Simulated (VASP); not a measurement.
# Sr2Al2O (P-1) in VASP: single point with PBE

Aim: the single point of Sr2Al2O with PBE.

Program: VASP 6.6.1. These are calculated values, not measurements. Logs are shortened: lines on timing, memory, paths and dates and some standing lists are left out, and cuts for length are marked.

### Step 1. The cell of the first run

The typed cell holds 10 atoms: a = 4.340 Å, b = 7.904 Å, c = 8.284 Å, α = 72.89°, β = 89.99°, γ = 90.00°.

### Step 2. Single point, PBE

Input file INCAR:

```
PREC = Accurate
ENCUT = 520
EDIFF = 1E-7
ISMEAR = 0
SIGMA = 0.1
LREAL = F
LASPH = T
NELM = 60
ALGO = Normal
ISIF = 2
LWAVE = F
LCHARG = F
GGA = PE
NBANDS = 43
```

Input file KPOINTS:

```
Automatic mesh
0
Gamma
  8 4 4
```

Input file POSCAR:

```
Sr2Al2O
1.0
    4.3399839840     -0.0021225409     -0.0126631078
    0.0044751353      7.9012002818      0.2040420284
    0.0252221406      2.2320064500      7.9779793910
Sr Al O
4 4 2
Direct
    0.5000467748      0.1404234722      0.1984895190
    0.0000279678      0.5530123869      0.1966470207
    0.4999532252      0.8595765278      0.8015104810
    0.9999720322      0.4469876131      0.8033529793
    0.0000098128      0.8418464960      0.4757175575
    0.4999922831      0.3254046133      0.5356733814
    0.9999901872      0.1581535040      0.5242824425
    0.5000077169      0.6745953867      0.4643266186
    0.9998854416      0.7103598223      0.9034806121
    0.0001145584      0.2896401777      0.0965193879
```

Potentials or basis: VASP PAW PBE potentials, release 64 (Sr_sv, Al, O).

Run with:

```sh
$ cat potpaw_PBE.64/Sr_sv/POTCAR potpaw_PBE.64/Al/POTCAR potpaw_PBE.64/O/POTCAR > POTCAR
$ mpirun -np 1 vasp_std > vasp.out
```

OUTCAR:

```text
PREC = Accurate
   ENCUT = 520
   EDIFF = 1E-7
   ISMEAR = 0
   LREAL = F
   LASPH = T
   NELM = 60
   ISIF = 2
   GGA = PE

 ion  position               nearest neighbor table
   1  0.500  0.140  0.198-  10 2.50  10 2.50   7 3.50   7 3.50   6 3.51   5 3.52   5 3.52   8 3.69
                             2 3.91   2 3.91   4 4.08   4 4.08   3 4.48   3 4.83   2 5.13   2 5.13
   2  0.000  0.553  0.197-   9 2.38  10 2.46   8 3.44   8 3.44   7 3.48   6 3.59   6 3.59   4 3.60
                             5 3.70   1 3.91   1 3.91   3 4.08   3 4.08   4 4.85   1 5.13   1 5.13
   3  0.500  0.860  0.802-   9 2.50   9 2.50   5 3.50   5 3.50   8 3.51   7 3.52   7 3.52   6 3.69
                             4 3.91   4 3.91   2 4.08   2 4.08   1 4.48   1 4.83   4 5.13   4 5.13
   4  1.000  0.447  0.803-  10 2.38   9 2.46   6 3.44   6 3.44   5 3.48   8 3.59   8 3.59   2 3.60
                             7 3.70   3 3.91   3 3.91   1 4.08   1 4.08   2 4.85   3 5.13   3 5.13
   5  0.000  0.842  0.476-   8 2.56   8 2.56   7 2.65   4 3.48   3 3.50   3 3.50   1 3.52   1 3.52
                             2 3.70
   6  0.500  0.325  0.536-   7 2.56   7 2.56   8 2.65   4 3.44   4 3.44   1 3.51   2 3.59   2 3.59
                             3 3.69
   7  1.000  0.158  0.524-   6 2.56   6 2.56   5 2.65   2 3.48   1 3.50   1 3.50   3 3.52   3 3.52
                             4 3.70
   8  0.500  0.675  0.464-   5 2.56   5 2.56   6 2.65   2 3.44   2 3.44   3 3.51   4 3.59   4 3.59
                             1 3.69
   9  1.000  0.710  0.903-   2 2.38   4 2.46   3 2.50   3 2.50
  10  0.000  0.290  0.097-   4 2.38   2 2.46   1 2.50   1 2.50

  LATTYP: Found a triclinic cell.
 ALAT       =     9.3527359767
 B/A-ratio  =     1.3925487159
 C/A-ratio  =     0.4640356563
 COS(alpha) =     0.0000666563
 COS(beta)  =     0.4641268134
 COS(gamma) =     0.7215903924

  Lattice vectors:

 A1 = (  -4.3652061246,  -2.2298839091,  -7.9653162832)
 A2 = (  -0.0296972759, -10.1332067318,  -8.1820214194)
 A3 = (  -4.3399839840,   0.0021225409,   0.0126631078)

Analysis of symmetry for initial positions (statically):
=====================================================================
 Subroutine PRICEL returns:
 Original cell was already a primitive cell.

 Routine SETGRP: Setting up the symmetry group for a
 triclinic supercell.

 Subroutine GETGRP returns: Found  2 space group operations
 (whereof  2 operations were pure point group operations)
 out of a pool of  2 trial point group operations.

The static configuration has the point symmetry S_2 .

Analysis of symmetry for dynamics (positions and initial velocities):
=====================================================================
 Subroutine PRICEL returns:
 Original cell was already a primitive cell.

 Routine SETGRP: Setting up the symmetry group for a
 triclinic supercell.

 Subroutine GETGRP returns: Found  2 space group operations
 (whereof  2 operations were pure point group operations)
 out of a pool of  2 trial point group operations.

The dynamic configuration has the point symmetry S_2 .

 Subroutine INISYM returns: Found  2 space group operations
 (whereof  2 operations are pure point group operations),
 and found     1 'primitive' translations

----------------------------------------------------------------------------------------

                                     Primitive cell

  volume of cell :     271.5995

  direct lattice vectors                    reciprocal lattice vectors
     4.339983984 -0.002122541 -0.012663108     0.230413508 -0.000112504 -0.000696970
     0.004475135  7.901200282  0.204042028    -0.000041718  0.127484124 -0.035666216
     0.025222141  2.232006450  7.977979391     0.000366793 -0.003260668  0.126256102

  length of vectors
     4.340002977  7.903835719  8.284361419     0.230414590  0.132379313  0.126298733

  position of ions in fractional coordinates (direct lattice)
     0.500046775  0.140423472  0.198489519
     0.000027968  0.553012387  0.196647021
     0.499953225  0.859576528  0.801510481
     0.999972032  0.446987613  0.803352979
     0.000009813  0.841846496  0.475717557
     0.499992283  0.325404613  0.535673381
     0.999990187  0.158153504  0.524282443
     0.500007717  0.674595387  0.464326619
     0.999885442  0.710359822  0.903480612
     0.000114558  0.289640178  0.096519388

  ion indices of the primitive-cell ions
   primitive index   ion index
                 1           1
                 2           2
                 3           3
                 4           4
                 5           5
                 6           6
                 7           7
                 8           8
                 9           9
                10          10

----------------------------------------------------------------------------------------

 KPOINTS: Automatic mesh

Automatic generation of k-mesh.
 Grid dimensions read from file:
 generate k-points for:    8    4    4

 Generating k-lattice:

  Cartesian coordinates                     Fractional coordinates (reciprocal lattice)
     0.028801689 -0.000014063 -0.000087121     0.125000000 -0.000000000  0.000000000
    -0.000010429  0.031871031 -0.008916554     0.000000000  0.250000000 -0.000000000
     0.000091698 -0.000815167  0.031564026     0.000000000 -0.000000000  0.250000000

  Length of vectors
     0.028801824  0.033094828  0.031574683

  Shift w.r.t. Gamma in fractional coordinates (k-lattice)
     0.000000000  0.000000000  0.000000000

 Subroutine IBZKPT returns following result:
 ===========================================

 Found     68 irreducible k-points:

 Following reciprocal coordinates:
            Coordinates               Weight
  0.000000  0.000000  0.000000      1.000000
  0.125000 -0.000000  0.000000      2.000000
  0.250000 -0.000000  0.000000      2.000000
  0.375000  0.000000  0.000000      2.000000
  0.500000 -0.000000  0.000000      1.000000
  0.000000  0.250000  0.000000      2.000000
[... 16 lines left out ...]
  0.500000 -0.000000  0.250000      2.000000
 -0.375000 -0.000000  0.250000      2.000000
 [... further k-points ...]
   k-points           NKPTS =     68   k-points in BZ     NKDIM =     68   number of bands    NBANDS=     43
   number of dos      NEDOS =    301   number of ions     NIONS =     10
   total plane-waves  NPLWV = 122880
   dimension x,y,z NGX =    32 NGY =   60 NGZ =   64
   dimension x,y,z NGXF=    64 NGYF=  120 NGZF=  128
   ions per type =               4   4   2
   NGX,Y,Z   is equivalent  to a cutoff of  12.26, 12.62, 12.84 a.u.
   NGXF,Y,Z  is equivalent  to a cutoff of  24.52, 25.24, 25.69 a.u.
 SYSTEM =  unknown system
   PREC   = accura    normal or accurate (medium, high low for compatibility)
   ISTART =      0    job   : 0-new  1-cont  2-samecut
   ICHARG =      2    charge: 1-file 2-atom 10-const
   ISPIN  =      1    spin polarized calculation?
   LNONCOLLINEAR =      F non collinear calculations
   LSORBIT =      F    spin-orbit coupling
   LASPH  =      T    aspherical Exc in radial PAW
   ENCUT  =  520.0 eV  38.22 Ry    6.18 a.u.   8.07 14.70 15.40*2*pi/ulx,y,z
   NELM   =     60;   NELMIN=  2; NELMDL= -5     # of ELM steps
   EDIFF  = 0.1E-06   stopping-criterion for ELM
   LREAL  =      F    real-space projection
   EDIFFG = 0.1E-05   stopping-criterion for IOM
   NSW    =      0    number of steps for IOM
   IBRION =     -1    ionic relax: 0-MD 1-quasi-New 2-CG
   NFREE  =      0    steps in history (QN), initial steepest desc. (CG)
   ISIF   =      2    stress and relaxation
   ISYM   =      2    0-nonsym 1-usesym 2-fastsym
   POTIM  = 0.5000    time-step for ionic-motion
   TEBEG  =    0.0;   TEEND  =   0.0 temperature during run
   PSTRESS=    0.0 pullay stress
   NELECT =      64.0000    total number of electrons
   NUPDOWN=      -1.0000    fix difference up-down
   EMIN   =  10.00;   EMAX   =-10.00  energy-range for DOS
   EFERMI =   0.00;   METHOD = LEGACY
   ISMEAR =     0;   SIGMA  =   0.10  broadening in eV -4-tet -1-fermi 0-gaus
   EFERMI_NEDOS =   21; number of points for ismear=-14 and -15
   IALGO  =     38    algorithm
   IMIX   =      4    mixing-type and parameters
     AMIX     =   0.40;   BMIX     =  1.00
     AMIX_MAG =   1.60;   BMIX_MAG =  1.00
  volume/ion in A,a.u.               =      27.16       183.28
  Fermi-wavevector in a.u.,A,eV,Ry     =   1.011172  1.910839 13.911542  1.022469
  Thomas-Fermi vector in A             =   2.144206
   LORBIT       =      0    0 simple, 1 ext, 2 COOP (PROOUT), +10 PAW based schemes
   GGA     = PE    functional components
   LHFCALC =     F    Hartree Fock is set to
   AEXX    =    0.0000 exact exchange contribution
   IVDW    =     0    specifies the selected vdW correction
   LEPSILON=     F    determine dielectric tensor
   LRPA    =     F    only Hartree local field effects (RPA)
 non-spin polarized calculation
 Gauss-broadening in eV      SIGMA  =   0.10
  energy-cutoff  :      520.00
  volume of cell :      271.60
 maximum number of plane-waves:      7344
   NGX = 17   NGY = 29   NGZ = 31

 number of electron      63.9999997 magnetization

 Free energy of the ion-electron system (eV)
  ---------------------------------------------------
  ext. energy  EPLUGINS =         0.00000000
  ---------------------------------------------------
  free energy    TOTEN  =       -42.01818167 eV

  energy without entropy =      -42.00479553  energy(sigma->0) =      -42.01148860

 E-fermi :   2.9884     XC(G=0):  -8.3976

 val. band max:        2.9876396515   @ k =   0.5000   0.5000   0.0000
 cond. band min:       2.9961127407   @ k =   0.1250  -0.0000   0.5000
 fundamental gap:      0.0084730892
 Fermi energy:         2.9884430025

 k-point     1 :       0.0000    0.0000    0.0000
  band No.  band energies     occupation
      1     -32.4129      2.00000
      2     -32.4104      2.00000
      3     -32.0337      2.00000
      4     -32.0071      2.00000
      5     -15.4422      2.00000
      6     -15.3300      2.00000
[... 35 lines left out ...]
     42       6.4884      0.00000
     43       6.5859      0.00000
[... 1017 lines left out ...]
      3     -32.0304      2.00000
      4     -32.0037      2.00000
      5     -15.6103      2.00000
      6     -15.5317      2.00000
[... 35 lines left out ...]
     42       6.5504      0.00000
     43       6.9162      0.00000

 [... further k-points ...]
[... 5 lines left out ...]
  --------------------------------------------------------------------------------------
  -------------------------------------------------------------------------------------
  Total        0.2911107      0.2253031      0.3174781     -0.0000550     -0.0470386     -0.0016572
  in kB        1.7172748      1.3290727      1.8728174     -0.0003245     -0.2774828     -0.0097759
  external PRESSURE =       1.6397216 kB  Pullay stress =       0.0000000 kB

 VOLUME and BASIS-vectors are now :
 -----------------------------------------------------------------------------
  energy-cutoff  :      520.00
  volume of cell :      271.60
      direct lattice vectors                 reciprocal lattice vectors
     4.339983984 -0.002122541 -0.012663108     0.230413508 -0.000112504 -0.000696970
     0.004475135  7.901200282  0.204042028    -0.000041718  0.127484124 -0.035666216
     0.025222141  2.232006450  7.977979391     0.000366793 -0.003260668  0.126256102

 POSITION                                       TOTAL-FORCE (eV/Angst)
 -----------------------------------------------------------------------------------
      2.17583      1.55148      1.60587         0.000257     -0.032207      0.016730
      0.00756      4.80838      1.68168         0.000137      0.027056      0.067057
      2.19385      8.57960      6.56349        -0.000257      0.032207     -0.016730
      4.36213      5.32271      6.48768        -0.000137     -0.027056     -0.067057
      0.01581      7.71340      3.96704        -0.000047     -0.003772      0.000110
      2.18493      3.76565      4.33366         0.000055     -0.004235      0.000884
      4.35387      2.41768      4.20232         0.000047      0.003772     -0.000110
      2.18476      6.36543      3.83570        -0.000055      0.004235     -0.000884
      4.36545      7.62715      7.34023         0.000357      0.025398     -0.021890
      0.00423      2.50394      0.82913        -0.000357     -0.025398      0.021890
 -----------------------------------------------------------------------------------
    total drift:                                0.000000      0.000000      0.000000

  FREE ENERGIE OF THE ION-ELECTRON SYSTEM (eV)
  ---------------------------------------------------
  free  energy   TOTEN  =       -42.0181816710 eV

  energy  without entropy=      -42.0047955288  energy(sigma->0) =      -42.01148860
```

Run time: 28 min. Hardware: 1 thread of Intel Xeon 8259CL, shared host; peak memory 0.79 GiB.

What came out:

* Free energy: -42.0182 eV
* Pressure: 0.2 GPa
* Largest force: 0.072 eV/Å
* Band gap on the k mesh: zero (bands 32 and 33 overlap by 0.41 eV)

Forces on the atoms (eV/Å):
```
Sr   0.000 -0.032  0.017
Sr   0.000  0.027  0.067
Sr   0.000  0.032 -0.017
Sr   0.000 -0.027 -0.067
Al   0.000 -0.004  0.000
Al   0.000 -0.004  0.001
Al   0.000  0.004  0.000
Al   0.000  0.004 -0.001
O    0.000  0.025 -0.022
O    0.000 -0.025  0.022
```

Levels at points of the mesh, in eV from the Fermi level:
| k point | band 28 | band 29 | band 30 | band 31 | band 32 | band 33 | band 34 | band 35 | band 36 | band 37 |
| --- | --- | --- | --- | --- | --- | --- | --- | --- | --- | --- |
| (0.00, 0.00, 0.00) | -1.56 | -1.04 | -0.61 | -0.40 | 0.13 | 0.20 | 0.51 | 1.24 | 1.80 | 1.80 |
| (0.50, 0.00, 0.00) | -2.42 | -2.02 | -1.82 | -0.82 | -0.07 | 0.19 | 0.44 | 1.30 | 2.17 | 2.19 |
| (0.00, 0.50, 0.00) | -2.38 | -1.42 | -1.14 | -0.23 | -0.23 | 0.02 | 0.43 | 1.18 | 1.63 | 1.95 |
| (0.50, 0.50, 0.00) | -2.39 | -1.09 | -1.07 | -0.73 | -0.40 | 0.00 | 0.63 | 0.78 | 1.07 | 1.45 |
| (0.00, 0.00, 0.50) | -2.53 | -0.86 | -0.63 | 0.20 | 0.21 | 0.44 | 0.79 | 1.19 | 1.42 | 1.77 |
| (0.50, 0.00, 0.50) | -2.40 | -2.05 | -2.05 | -1.01 | -0.46 | 0.27 | 0.85 | 1.45 | 1.73 | 1.95 |
| (0.00, 0.50, 0.50) | -2.48 | -1.80 | -1.36 | -0.25 | -0.19 | 0.42 | 0.81 | 1.47 | 1.79 | 2.19 |
| (0.50, 0.50, 0.50) | -2.53 | -1.06 | -1.04 | -0.81 | -0.25 | -0.20 | 0.40 | 0.53 | 0.91 | 1.87 |
